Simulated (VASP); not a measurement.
# H3Os (P6_3/mmc) in VASP: notebook

H3Os is run at these levels: PBE; tasks: single point, relaxation of cell and atoms.

All numbers are computed with VASP 6.6.1; they aren't measurements. Logs are shortened: lines on timing, memory, paths and dates and some standing lists are left out, and cuts for length are marked.

## (1) The cell of the first run

The structure is hexagonal, space group P6_3/mmc (No. 194). The conventional cell has a = 4.514 Å, b = 4.514 Å, c = 3.623 Å, α = 90.00°, β = 90.00°, γ = 120.00°. Within 2.9 Å of H (site symmetry mm2) lie 4 Os at 2.23 to 2.26 Å and 8 H at 2.23 to 2.26 Å. Os (site symmetry -6m2) has 12 H at 2.23 to 2.26 Å within 2.9 Å.

## (2) Single point, PBE

INCAR reads:

```
  PREC = Accurate
  ENCUT = 520
  EDIFF = 1E-7
  ISMEAR = 0
  SIGMA = 0.1
  LREAL = False
  LASPH = True
  NELM = 100
  ALGO = Normal
  ISIF = 2
  LWAVE = False
  LCHARG = False
  GGA = PE
  NBANDS = 21
```

KPOINTS reads:

```
regular mesh
0
Gamma
  6 6 6
```

POSCAR reads:

```
H3Os
1.0
    4.5142656130      0.0000000000      0.0000000000
   -2.2571328065      3.9094687003      0.0000000000
    0.0000000000      0.0000000000      3.6233946710
H Os
6 2
Direct
    0.8330000000      0.6660000000      0.2500000000
    0.1670000000      0.8330000000      0.7500000000
    0.3340000000      0.1670000000      0.2500000000
    0.1670000000      0.3340000000      0.7500000000
    0.8330000000      0.1670000000      0.2500000000
    0.6660000000      0.8330000000      0.7500000000
    0.3333333333      0.6666666667      0.2500000000
    0.6666666667      0.3333333333      0.7500000000
```

Potentials or basis: VASP PAW PBE potentials, release 64 (H, Os).

Started as:

```bash
> cat potpaw_PBE.64/H/POTCAR potpaw_PBE.64/Os/POTCAR > POTCAR
> mpirun -np 1 vasp_std > vasp.out
```

OUTCAR:

```text
PREC = Accurate
   ENCUT = 520
   EDIFF = 1E-7
   ISMEAR = 0
   LREAL = False
   LASPH = True
   NELM = 100
   ISIF = 2
   GGA = PE

 ion  position               nearest neighbor table
   1  0.833  0.666  0.250-
   2  0.167  0.833  0.750-
   3  0.334  0.167  0.250-
   4  0.167  0.334  0.750-
   5  0.833  0.167  0.250-
   6  0.666  0.833  0.750-
   7  0.333  0.667  0.250-   8 3.17   8 3.17   8 3.17   8 3.17   8 3.17   8 3.17
   8  0.667  0.333  0.750-   7 3.17   7 3.17   7 3.17   7 3.17   7 3.17   7 3.17

  LATTYP: Found a hexagonal cell.
 ALAT       =     4.5142656130
 C/A-ratio  =     0.8026542923

  Lattice vectors:

 A1 = (   4.5142656130,   0.0000000000,   0.0000000000)
 A2 = (  -2.2571328065,   3.9094687003,   0.0000000000)
 A3 = (   0.0000000000,   0.0000000000,   3.6233946710)

Analysis of symmetry for initial positions (statically):
=====================================================================
 Subroutine PRICEL returns:
 Original cell was already a primitive cell.

 Routine SETGRP: Setting up the symmetry group for a
 hexagonal supercell.

 Subroutine GETGRP returns: Found 24 space group operations
 (whereof 12 operations were pure point group operations)
 out of a pool of 24 trial point group operations.

The static configuration has the point symmetry D_3d.
 The point group associated with its full space group is D_6h.

Analysis of symmetry for dynamics (positions and initial velocities):
=====================================================================
 Subroutine PRICEL returns:
 Original cell was already a primitive cell.

 Routine SETGRP: Setting up the symmetry group for a
 hexagonal supercell.

 Subroutine GETGRP returns: Found 24 space group operations
 (whereof 12 operations were pure point group operations)
 out of a pool of 24 trial point group operations.

The dynamic configuration has the point symmetry D_3d.
 The point group associated with its full space group is D_6h.

 Subroutine INISYM returns: Found 24 space group operations
 (whereof 12 operations are pure point group operations),
 and found     1 'primitive' translations

----------------------------------------------------------------------------------------

                                     Primitive cell

  volume of cell :      63.9470

  direct lattice vectors                    reciprocal lattice vectors
     4.514265613  0.000000000  0.000000000     0.221519974  0.127894616  0.000000000
    -2.257132807  3.909468700  0.000000000     0.000000000  0.255789233  0.000000000
     0.000000000  0.000000000  3.623394671     0.000000000  0.000000000  0.275984288

  length of vectors
     4.514265613  4.514265613  3.623394671     0.255789233  0.255789233  0.275984288

  position of ions in fractional coordinates (direct lattice)
     0.833000000  0.666000000  0.250000000
     0.167000000  0.833000000  0.750000000
     0.334000000  0.167000000  0.250000000
     0.167000000  0.334000000  0.750000000
     0.833000000  0.167000000  0.250000000
     0.666000000  0.833000000  0.750000000
     0.333333333  0.666666667  0.250000000
     0.666666667  0.333333333  0.750000000

  ion indices of the primitive-cell ions
   primitive index   ion index
                 1           1
                 2           2
                 3           3
                 4           4
                 5           5
                 6           6
                 7           7
                 8           8

----------------------------------------------------------------------------------------

 KPOINTS: regular mesh

Automatic generation of k-mesh.
 Grid dimensions read from file:
 generate k-points for:    6    6    6

 Generating k-lattice:

  Cartesian coordinates                     Fractional coordinates (reciprocal lattice)
     0.036919996  0.021315769  0.000000000     0.166666667  0.000000000  0.000000000
     0.000000000  0.042631539  0.000000000     0.000000000  0.166666667  0.000000000
     0.000000000  0.000000000  0.045997381     0.000000000  0.000000000  0.166666667

  Length of vectors
     0.042631539  0.042631539  0.045997381

  Shift w.r.t. Gamma in fractional coordinates (k-lattice)
     0.000000000  0.000000000  0.000000000

 Subroutine IBZKPT returns following result:
 ===========================================

 Found     28 irreducible k-points:

 Following reciprocal coordinates:
            Coordinates               Weight
  0.000000  0.000000  0.000000      1.000000
  0.166667  0.000000  0.000000      6.000000
  0.333333 -0.000000  0.000000      6.000000
  0.500000  0.000000  0.000000      3.000000
  0.166667  0.166667  0.000000      6.000000
  0.333333  0.166667  0.000000     12.000000
[... 16 lines left out ...]
  0.166667  0.000000  0.500000      6.000000
  0.333333 -0.000000  0.500000      6.000000
 [... further k-points ...]
   k-points           NKPTS =     28   k-points in BZ     NKDIM =     28   number of bands    NBANDS=     21
   number of dos      NEDOS =    301   number of ions     NIONS =      8
   total plane-waves  NPLWV =  36288
   dimension x,y,z NGX =    36 NGY =   36 NGZ =   28
   dimension x,y,z NGXF=    72 NGYF=   72 NGZF=   56
   ions per type =               6   2
   NGX,Y,Z   is equivalent  to a cutoff of  13.26, 13.26, 12.85 a.u.
   NGXF,Y,Z  is equivalent  to a cutoff of  26.52, 26.52, 25.69 a.u.
 SYSTEM =  unknown system
   PREC   = accura    normal or accurate (medium, high low for compatibility)
   ISTART =      0    job   : 0-new  1-cont  2-samecut
   ICHARG =      2    charge: 1-file 2-atom 10-const
   ISPIN  =      1    spin polarized calculation?
   LNONCOLLINEAR =      F non collinear calculations
   LSORBIT =      F    spin-orbit coupling
   LASPH  =      T    aspherical Exc in radial PAW
   ENCUT  =  520.0 eV  38.22 Ry    6.18 a.u.   8.39  8.39  6.74*2*pi/ulx,y,z
   NELM   =    100;   NELMIN=  2; NELMDL= -5     # of ELM steps
   EDIFF  = 0.1E-06   stopping-criterion for ELM
   LREAL  =      F    real-space projection
   EDIFFG = 0.1E-05   stopping-criterion for IOM
   NSW    =      0    number of steps for IOM
   IBRION =     -1    ionic relax: 0-MD 1-quasi-New 2-CG
   NFREE  =      0    steps in history (QN), initial steepest desc. (CG)
   ISIF   =      2    stress and relaxation
   ISYM   =      2    0-nonsym 1-usesym 2-fastsym
   POTIM  = 0.5000    time-step for ionic-motion
   TEBEG  =    0.0;   TEEND  =   0.0 temperature during run
   PSTRESS=    0.0 pullay stress
   NELECT =      22.0000    total number of electrons
   NUPDOWN=      -1.0000    fix difference up-down
   EMIN   =  10.00;   EMAX   =-10.00  energy-range for DOS
   EFERMI =   0.00;   METHOD = LEGACY
   ISMEAR =     0;   SIGMA  =   0.10  broadening in eV -4-tet -1-fermi 0-gaus
   EFERMI_NEDOS =   21; number of points for ismear=-14 and -15
   IALGO  =     38    algorithm
   IMIX   =      4    mixing-type and parameters
     AMIX     =   0.40;   BMIX     =  1.00
     AMIX_MAG =   1.60;   BMIX_MAG =  1.00
  volume/ion in A,a.u.               =       7.99        53.94
  Fermi-wavevector in a.u.,A,eV,Ry     =   1.147120  2.167743 17.903696  1.315885
  Thomas-Fermi vector in A             =   2.283801
   LORBIT       =      0    0 simple, 1 ext, 2 COOP (PROOUT), +10 PAW based schemes
   GGA     = PE    functional components
   LHFCALC =     F    Hartree Fock is set to
   AEXX    =    0.0000 exact exchange contribution
   IVDW    =     0    specifies the selected vdW correction
   LEPSILON=     F    determine dielectric tensor
   LRPA    =     F    only Hartree local field effects (RPA)
 non-spin polarized calculation
 Gauss-broadening in eV      SIGMA  =   0.10
  energy-cutoff  :      520.00
  volume of cell :       63.95
 maximum number of plane-waves:      1748
 NGX is ok and might be reduce to    36
   NGX = 17   NGY = 17   NGZ = 13

 number of electron      21.9999999 magnetization

 Free energy of the ion-electron system (eV)
  ---------------------------------------------------
  ext. energy  EPLUGINS =         0.00000000
  ---------------------------------------------------
  free energy    TOTEN  =       -35.09312062 eV

  energy without entropy =      -35.06843434  energy(sigma->0) =      -35.08077748

 E-fermi :   3.4202     XC(G=0): -11.1363

 val. band max:        3.3826962887   @ k =   0.0000   0.0000   0.0000
 cond. band min:       3.4240904783   @ k =   0.3333   0.1667   0.0000
 fundamental gap:      0.0413941896
 Fermi energy:         3.4202233124

 k-point     1 :       0.0000    0.0000    0.0000
  band No.  band energies     occupation
      1      -7.1141      2.00000
      2      -2.5844      2.00000
      3      -1.6063      2.00000
      4      -1.6063      2.00000
      5       0.4459      2.00000
      6       0.4459      2.00000
[... 13 lines left out ...]
     20      11.0393      0.00000
     21      11.0393      0.00000

 k-point     2 :       0.1667    0.0000    0.0000
  band No.  band energies     occupation
      1      -6.8139      2.00000
      2      -2.5809      2.00000
      3      -2.0069      2.00000
      4      -1.3864      2.00000
      5       0.3698      2.00000
      6       0.6221      2.00000
[... 13 lines left out ...]
     20      11.7294      0.00000
     21      12.6592      0.00000

 k-point     3 :       0.3333   -0.0000    0.0000
  band No.  band energies     occupation
      1      -5.9595      2.00000
      2      -3.2268      2.00000
      3      -2.4529      2.00000
      4      -0.8219      2.00000
      5       0.5272      2.00000
      6       1.0778      2.00000
[... 13 lines left out ...]
     20      13.4092      0.00000
     21      15.2293      0.00000

 k-point     4 :       0.5000    0.0000    0.0000
  band No.  band energies     occupation
      1      -4.9335      2.00000
      2      -4.3448      2.00000
      3      -2.5297      2.00000
      4      -0.4145      2.00000
      5       1.0249      2.00000
      6       1.1388      2.00000
[... 13 lines left out ...]
     20      13.9806      0.00000
     21      14.7418      0.00000

 k-point     5 :       0.1667    0.1667    0.0000
  band No.  band energies     occupation
      1      -6.2343      2.00000
      2      -2.7348      2.00000
      3      -2.5669      2.00000
      4      -1.0897      2.00000
      5       0.5575      2.00000
      6       0.8779      2.00000
[... 13 lines left out ...]
     20      13.3144      0.00000
     21      14.5060      0.00000

 k-point     6 :       0.3333    0.1667    0.0000
  band No.  band energies     occupation
      1      -5.1801      2.00000
      2      -3.7431      2.00000
      3      -2.8912      2.00000
      4      -0.5501      2.00000
      5       0.8564      2.00000
      6       0.9830      2.00000
[... 13 lines left out ...]
     20      13.9485      0.00000
     21      14.4478      0.00000

 k-point     7 :       0.3333    0.3333    0.0000
  band No.  band energies     occupation
      1      -4.1295      2.00000
      2      -4.1295      2.00000
      3      -3.7051      2.00000
      4       0.0755      2.00000
      5       0.0755      2.00000
      6       0.8564      2.00000
[... 13 lines left out ...]
     20      13.2391      0.00000
     21      13.2391      0.00000
[... 291 lines left out ...]
      1      -3.9734      2.00000
      2      -2.8471      2.00000
      3      -2.0721      2.00000
      4      -1.5785      2.00000
      5      -1.0235      2.00000
      6      -0.5910      2.00000
[... 13 lines left out ...]
     20      13.8703      0.00000
     21      14.4331      0.00000

 k-point    21 :       0.3333    0.3333    0.3333
  band No.  band energies     occupation
      1      -3.0281      2.00000
      2      -2.8945      2.00000
      3      -2.8945      2.00000
      4      -1.1629      2.00000
      5      -1.0741      2.00000
      6      -1.0741      2.00000
[... 13 lines left out ...]
     20      14.8343      0.00000
     21      14.8356      0.00000

 k-point    22 :       0.0000    0.0000    0.5000
  band No.  band energies     occupation
      1      -4.2666      2.00000
      2      -4.2666      2.00000
      3      -1.5995      2.00000
      4      -1.5995      2.00000
      5      -1.5995      2.00000
      6      -1.5995      2.00000
[... 13 lines left out ...]
     20      10.3882      0.00000
     21      10.7197      0.00000

 k-point    23 :       0.1667    0.0000    0.5000
  band No.  band energies     occupation
      1      -4.0339      2.00000
      2      -4.0339      2.00000
      3      -1.6457      2.00000
      4      -1.6457      2.00000
      5      -1.4365      2.00000
      6      -1.4365      2.00000
[... 13 lines left out ...]
     20      10.8845      0.00000
     21      11.2533      0.00000

 k-point    24 :       0.3333   -0.0000    0.5000
  band No.  band energies     occupation
      1      -3.4151      2.00000
      2      -3.4151      2.00000
      3      -1.8426      2.00000
      4      -1.8426      2.00000
      5      -1.0414      2.00000
      6      -1.0414      2.00000
[... 13 lines left out ...]
     20      12.1735      0.00000
     21      12.8608      0.00000

 [... further k-points ...]

------------------------ aborting loop because EDIFF is reached ----------------------------------------

  FORCE on cell =-STRESS in cart. coord.  units (eV):
  Direction    XX          YY          ZZ          XY          YZ          ZX
  --------------------------------------------------------------------------------------
  -------------------------------------------------------------------------------------
  Total      -15.8114779    -15.8114779    -13.5365377      0.0000000      0.0000000      0.0000000
  in kB     -396.1526423   -396.1526423   -339.1545814      0.0000000      0.0000000      0.0000000
  external PRESSURE =    -377.1532887 kB  Pullay stress =       0.0000000 kB

 VOLUME and BASIS-vectors are now :
 -----------------------------------------------------------------------------
  energy-cutoff  :      520.00
  volume of cell :       63.95
      direct lattice vectors                 reciprocal lattice vectors
     4.514265613  0.000000000  0.000000000     0.221519974  0.127894616  0.000000000
    -2.257132807  3.909468700  0.000000000     0.000000000  0.255789233  0.000000000
     0.000000000  0.000000000  3.623394671     0.000000000  0.000000000  0.275984288

 POSITION                                       TOTAL-FORCE (eV/Angst)
 -----------------------------------------------------------------------------------
      2.25713      2.60371      0.90585         0.000000     -0.573931     -0.000000
     -1.12631      3.25659      2.71755         0.497039     -0.286965      0.000000
      1.13082      0.65288      0.90585         0.497039      0.286965     -0.000000
      0.00000      1.30576      2.71755        -0.000000      0.573931      0.000000
      3.38344      0.65288      0.90585        -0.497039      0.286965     -0.000000
      1.12631      3.25659      2.71755        -0.497039     -0.286965     -0.000000
     -0.00000      2.60631      0.90585         0.000000      0.000000     -0.000000
      2.25713      1.30316      2.71755        -0.000000      0.000000     -0.000000
 -----------------------------------------------------------------------------------
    total drift:                               -0.000000      0.000000     -0.000000

  FREE ENERGIE OF THE ION-ELECTRON SYSTEM (eV)
  ---------------------------------------------------
  free  energy   TOTEN  =       -35.0931206229 eV

  energy  without entropy=      -35.0684343433  energy(sigma->0) =      -35.08077748
```

It took 27 s on 1 thread of Intel Xeon Platinum 8259CL at 2.50GHz (Skylake/Cascade Lake), shared host; peak memory 0.19 GiB.

What came out:

```
Free energy            : -35.0931 eV
Pressure               : -37.7 GPa
Largest force          : 0.574 eV/Å
Band gap on the k mesh : zero (band 11 reaches 3.96 eV, above the bottom of band 12 at 2.90 eV)
```

Forces on the atoms (eV/Å):
```
H    0.000 -0.574  0.000
H    0.497 -0.287  0.000
H    0.497  0.287  0.000
H    0.000  0.574  0.000
H   -0.497  0.287  0.000
H   -0.497 -0.287  0.000
Os   0.000  0.000  0.000
Os   0.000  0.000  0.000
```

Stress tensor (GPa, compression positive):
```
-39.62   0.00   0.00
  0.00 -39.62   0.00
  0.00   0.00 -33.92
```

Caveat: spin-orbit coupling is left out, which moves the levels of the heavy elements.

## (3) Single point, PBE

This run uses another cell than the first one, of 5.84 Å³/atom, 0.731 times its volume.

INCAR reads:

```
PREC = Accurate ; ENCUT = 520
EDIFF = 1E-6 ; ISMEAR = 0
SIGMA = 0.1 ; LREAL = False
LASPH = True ; NELM = 100
ALGO = Normal ; ISIF = 2
LWAVE = False ; LCHARG = False
GGA = PE ; NBANDS = 21
```

KPOINTS reads:

```
Automatic mesh
0
Gamma
  12 12 10
```

POSCAR reads:

```
H3Os
1.0
    3.7499760254      0.0000000000      0.0000000000
   -1.8749880127      3.2475745016      0.0000000000
    0.0000000000      0.0000000000      3.8396013540
H Os
6 2
Direct
    0.8405581613      0.6811163226      0.2500000000
    0.1594418387      0.8405581613      0.7500000000
    0.3188836774      0.1594418387      0.2500000000
    0.1594418387      0.3188836774      0.7500000000
    0.8405581613      0.1594418387      0.2500000000
    0.6811163226      0.8405581613      0.7500000000
    0.3333333333      0.6666666667      0.2500000000
    0.6666666667      0.3333333333      0.7500000000
```

Potentials or basis: VASP PAW PBE potentials, release 64 (H, Os).

Started as:

```bash
> cat potpaw_PBE.64/H/POTCAR potpaw_PBE.64/Os/POTCAR > POTCAR
> mpirun -np 1 vasp_std > vasp.out
```

Wall time 85 s (1 thread of Intel Xeon Platinum 8259CL at 2.50GHz (Skylake/Cascade Lake), shared host); peak memory 0.23 GiB.

It converged, with:

```
Free energy            : -38.4608 eV
Pressure               : 0.6 GPa
Largest force          : 0.006 eV/Å
Band gap on the k mesh : zero (band 11 reaches 7.39 eV, above the bottom of band 12 at 5.09 eV)
```

Forces on the atoms (eV/Å):
```
H    0.000  0.006  0.000
H   -0.005  0.003  0.000
H   -0.005 -0.003  0.000
H    0.000 -0.006  0.000
H    0.005 -0.003  0.000
H    0.005  0.003  0.000
Os   0.000  0.000  0.000
Os   0.000  0.000  0.000
```

Stress tensor (GPa, compression positive):
```
0.71 0.00 0.00
0.00 0.71 0.00
0.00 0.00 0.33
```

Levels at points of the mesh, in eV from the Fermi level:
| k point | band 8 | band 9 | band 10 | band 11 | band 12 | band 13 | band 14 | band 15 |
| --- | --- | --- | --- | --- | --- | --- | --- | --- |
| (0.00, 0.00, 0.00) | -2.90 | -0.99 | 0.25 | 0.25 | 1.84 | 3.71 | 6.76 | 6.76 |
| (0.50, 0.00, 0.00) | -1.93 | -1.52 | -1.10 | -0.93 | -0.87 | 1.44 | 1.66 | 3.13 |
| (0.00, 0.00, 0.50) | -1.22 | 0.12 | 0.12 | 0.12 | 0.12 | 6.79 | 6.79 | 7.62 |
| (0.50, 0.00, 0.50) | -2.69 | -1.39 | -1.39 | -1.18 | -1.18 | 2.95 | 2.95 | 3.15 |

Caveat: spin-orbit coupling is left out, which moves the levels of the heavy elements.

(Part 1 of 2 ends here.)
